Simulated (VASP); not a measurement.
Set up this calculation in VASP 6.6.1, as the native input.

- Task: single point
- Functional: PBEsol
- Potentials or basis: VASP PAW PBE potentials, release 64 (K_sv, I)
- Cutoff: 520 eV
- k mesh: 4 × 4 × 4
- Occupations: tetrahedron
- Spin: no spin polarisation
- Dipole correction: no
- Further INCAR settings: ALGO = Normal; EDIFF = 1e-06; NBANDS = 15

The structure of KI lies in POSCAR:

```
KI
1.0
    0.0000000000      3.5445661619      3.5445661619
    3.5445661619      0.0000000000      3.5445661619
    3.5445661619      3.5445661619      0.0000000000
K I
1 1
Direct
    0.0000000000      0.0000000000      0.0000000000
    0.5000000000      0.5000000000      0.5000000000
```

The input as run:

INCAR

```
  PREC = Accurate
  ENCUT = 520
  EDIFF = 1E-6
  ISMEAR = -5
  SIGMA = 0.1
  LREAL = False
  LASPH = True
  NELM = 60
  ALGO = Normal
  ISIF = 2
  LWAVE = False
  LCHARG = False
  GGA = PS
  NBANDS = 15
```

KPOINTS

```
regular mesh
0
Gamma
  4 4 4
```

Potentials or basis: VASP PAW PBE potentials, release 64 (K_sv, I).

Command:

```console
$ cat potpaw_PBE.64/K_sv/POTCAR potpaw_PBE.64/I/POTCAR > POTCAR
$ mpirun -np 1 vasp_std > vasp.out
```

Results of the run:

```yaml
Pressure: -0.4 GPa
Band_gap_on_the_k_mesh: 3.79 eV, direct
```

Caveat: the PAW data sets were made with another functional, which shifts forces and pressure a little; spin-orbit coupling is left out, which moves the levels of the heavy elements.

It took 16 s on 1 thread of Intel Xeon 6975P-C, with other jobs on the host, peak memory 0.24 GiB.
